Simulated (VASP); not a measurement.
LiH:

```
Li H
1.0
     0.00000    2.03250    2.03250
     2.03250    0.00000    2.03250
     2.03250    2.03250    0.00000
Li H
1 1
Direct
  0.00000 0.00000 0.00000
  0.50000 0.50000 0.50000
```

Base run:

* Program: VASP 6.6.1
* Functional: PBEsol
* Potentials or basis: VASP PAW PBE potentials, release 64 (Li_sv, H)
* Cutoff: 520 eV
* k mesh: 11 × 11 × 11
* Occupations: fermi-dirac, width 0.03 eV
* Spin: no spin polarisation

Its results: band gap on the k mesh 2.97 eV, direct.

**Question.** The run is repeated on the same cell with these changes: functional from PBEsol to PBE. What comes out?

**Answer.** Band gap on the k mesh 3.20 eV, direct.

A k mesh can miss the band edges.
